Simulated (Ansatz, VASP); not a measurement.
## One calculation of ZnCd, two programs

File INCAR:

```
SYSTEM = ZnCd
ALGO = Normal ; EDIFF = 1E-6
EDIFFG = -0.005 ; ENCUT = 600
GGA = PS ; IBRION = 2
ISIF = 3 ; ISMEAR = 0
LASPH = .True. ; LCHARG = .False.
LREAL = .False. ; LWAVE = .False.
NELM = 60 ; NSW = 100
PREC = Accurate ; SIGMA = 0.1
```

Contents of KPOINTS:

```
k-points
0
Gamma
  12 12 12
  0 0 0
```

Contents of POSCAR:

```
ZnCd
1.0
    3.2965146361      0.0000000000      0.0000000000
    0.0000000000      3.2965146361      0.0000000000
    0.0000000000      0.0000000000      3.2965146361
Zn Cd
1 1
Direct
    0.5000000000      0.5000000000      0.5000000000
    0.0000000000      0.0000000000      0.0000000000
```

Input for Ansatz:

```yaml
crystal:
  lattice:
    - [3.2965146361, 0.0, 0.0]
    - [0.0, 3.2965146361, 0.0]
    - [0.0, 0.0, 3.2965146361]
  atoms:
    - { symbol: Zn, position: [0.5, 0.5, 0.5] }
    - { symbol: Cd, position: [0.0, 0.0, 0.0] }
basis:
  ecutwfc: 420
kpoints:
  mp_grid: { grid: [12, 12, 12] }
hamiltonian:
  xc: pbesol
scf:
  occupations: { method: gaussian, width: 0.1 }
output:
  forces: true
  stress: true
  eigenvalues: true
relax:
  adjacent_minimum: "off"
  f_tol: 0.005
  max_steps: 80
  cell: { stress_tol: 0.05 }
```

Alike in both runs: task relaxation of cell and atoms; functional PBEsol; k mesh 12 × 12 × 12; occupations gaussian, width 0.1 eV; no spin polarisation.

```csv
,VASP,Ansatz
version,VASP 6.6.1,Ansatz 0.2.0
potentials or method,"VASP PAW PBE potentials, release 64 (Zn, Cd), cutoff 600 eV","scalar-relativistic, plane waves, PAW"
valence electrons in the cell,24,32
```

|  | VASP | Ansatz | Ansatz less VASP |
| --- | --- | --- | --- |
| gap on the k mesh at the Fermi level, each at its own relaxed structure (eV) | none | none | - |
| relaxed volume (Å³/atom) | 17.99 | 17.91 | -0.081 |
| relaxed cell length with the largest relative difference (Å) | 3.301 | 3.297 | -0.0050 |

VASP's potentials were made for PBE, not for PBEsol. A gap of «none» marks a metal or a gap that the smearing closes. VASP's potentials hold 24 valence electrons a cell and Ansatz's 32, so a difference there can come from the potentials and not from the codes.
